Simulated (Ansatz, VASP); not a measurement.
## One calculation of In3GaAs4, two programs

```
In Ga As
1.0
     4.31997    0.00000    0.00000
     0.00000    4.31997    0.00000
     0.00000    0.00000   12.06920
In Ga As
3 1 4
Direct
  0.50000 0.50000 0.24121
  0.00000 0.00000 0.50000
  0.50000 0.50000 0.75879
  0.00000 0.00000 0.00000
  0.50000 0.00000 0.11115
  0.00000 0.50000 0.37055
  0.50000 0.00000 0.62945
  0.00000 0.50000 0.88885
```

Alike in both runs: task relaxation of cell and atoms; functional PBE; k mesh 10 × 10 × 4; occupations gaussian, width 0.1 eV; no spin polarisation.

```csv
,VASP,Ansatz
version,VASP 6.6.1,Ansatz 0.2.0
potentials or method,"VASP PAW PBE potentials, release 64 (In_d, Ga_d, As), cutoff 600 eV","scalar-relativistic, plane waves, PAW"
valence electrons in the cell,72,112
```

|  | VASP | Ansatz | Ansatz less VASP |
| --- | --- | --- | --- |
| gap on the k mesh at the Fermi level, each at its own relaxed structure (eV) | none | none | - |
| relaxed volume (Å³/atom) | 28.16 | 28.08 | -0.086 |
| relaxed length of the cell vector where the two differ most in proportion (Å) | 4.295 | 4.290 | -0.0044 |

A gap of «none» marks a metal or a gap that the smearing closes. VASP's potentials hold 72 valence electrons a cell and Ansatz's 112, so a difference there can come from the potentials and not from the codes.
